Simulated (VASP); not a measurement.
# Cu: single point with PBEsol

Cu:

```xyz
1
Lattice="0.0000 1.7819 1.7819 1.7819 0.0000 1.7819 1.7819 1.7819 0.0000" Properties=species:S:1:pos:R:3 pbc="T T T"
Cu    0.0000    0.0000    0.0000
```

```json
{"Program": "VASP 6.6.1", "Task": "single point", "Functional": "PBEsol", "Potentials or basis": "VASP PAW PBE potentials, release 64 (Cu)", "Cutoff": "520 eV", "k mesh": "20 × 20 × 20", "Occupations": "gaussian, width 0.05 eV", "Spin": "no spin polarisation", "Dipole correction": "no", "Further INCAR settings": "ALGO = Normal; EDIFF = 1e-07; NBANDS = 12"}
```

* Pressure: 0.7 GPa

Levels at points of the mesh, in eV from the Fermi level:
```csv
k point,band 3,band 4,band 5,band 6,band 7,band 8,band 9,band 10
"(0.00, 0.00, 0.00)",-3.12,-3.12,-2.23,-2.23,22.96,25.91,25.91,25.91
"(0.50, 0.00, 0.00)",-3.16,-1.63,-1.63,-1.13,3.99,21.43,22.72,22.72
"(0.50, 0.50, 0.00)",-1.64,-1.48,-1.48,1.46,7.44,13.40,13.40,18.03
```

Wall time 21 s on 1 thread of AMD EPYC 9R45 96-Core Processor (Zen 5), with other jobs on the host, peak memory 0.12 GiB.

Caveat: the PAW data sets were made with another functional, which shifts forces and pressure a little.
